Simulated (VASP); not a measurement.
## CO2: relaxation of shape and atoms at fixed volume with PBE

The system is CO2.

```
C O
1.0
    -2.01311    2.01311    3.01686
     2.01311   -2.01311    3.01686
     2.01311    2.01311   -3.01686
C O
2 4
Direct
  0.00000 0.00000 0.00000
  0.75000 0.25000 0.50000
  0.37500 0.28597 0.41097
  0.71403 0.12500 0.08903
  0.87500 0.96403 0.58903
  0.03597 0.62500 0.91097
```

```
Program                : VASP 6.6.1
Task                   : relaxation of shape and atoms at fixed volume
Functional             : PBE
Potentials or basis    : VASP PAW PBE potentials, release 64 (C, O)
Cutoff                 : 600 eV
k mesh                 : 10 × 10 × 10
Occupations            : gaussian, width 0.05 eV
Spin                   : no spin polarisation
Dipole correction      : no
Further INCAR settings : ALGO = Normal; EDIFF = 1e-06; IBRION = 2; EDIFFG = -0.01; NSW = 60; ISIF = 4
```

The energy gained by relaxing is 0.6 meV/atom. The ionic steps are 5, the pressure after relaxing is -4.9 GPa and the band gap on the k mesh is 7.54 eV (least direct gap 7.93 eV).

Step by step:
| step | energy change (eV) | largest force (eV/Å) | pressure (GPa) | volume (Å³) |
| --- | --- | --- | --- | --- |
| 1 | 0.0000 | 0.1844 | -6.46 | 48.90 |
| 2 | -0.0032 | 0.0045 | -5.02 | 48.90 |
| 3 | -0.0032 | 0.0021 | -5.05 | 48.90 |
| 4 | -0.0033 | 0.0010 | -4.99 | 48.90 |
| 5 | -0.0035 | 0.0007 | -4.90 | 48.90 |

Final structure:
```
CELL_PARAMETERS angstrom
-2.01586 2.01586 3.00866
2.01586 -2.01586 3.00866
2.01586 2.01586 -3.00866
ATOMIC_POSITIONS crystal
C 0.00000 0.00000 0.00000
C 0.75000 0.25000 0.50000
O 0.37500 0.28353 0.40853
O 0.71647 0.12500 0.09147
O 0.87500 0.96647 0.59147
O 0.03353 0.62500 0.90853
```

Levels at points of the mesh, in eV from the valence-band top:
| k point | band 14 | band 15 | band 16 | band 17 | band 18 | band 19 |
| --- | --- | --- | --- | --- | --- | --- |
| (0.00, 0.00, 0.00) | -0.93 | -0.93 | -0.49 | 7.54 | 8.66 | 8.90 |
| (0.50, 0.00, 0.00) | -1.30 | -0.42 | -0.01 | 7.97 | 9.00 | 9.28 |
| (0.50, 0.50, 0.00) | -0.68 | -0.47 | -0.47 | 8.50 | 8.50 | 9.64 |
| (0.50, 0.50, 0.50) | -2.79 | 0.00 | 0.00 | 8.79 | 8.79 | 10.17 |

Wall time 110 s on 1 thread of Intel(R) Xeon(R) 6975P-C (Granite Rapids), on a shared host, peak memory 0.26 GiB.

A k mesh can miss the band edges.
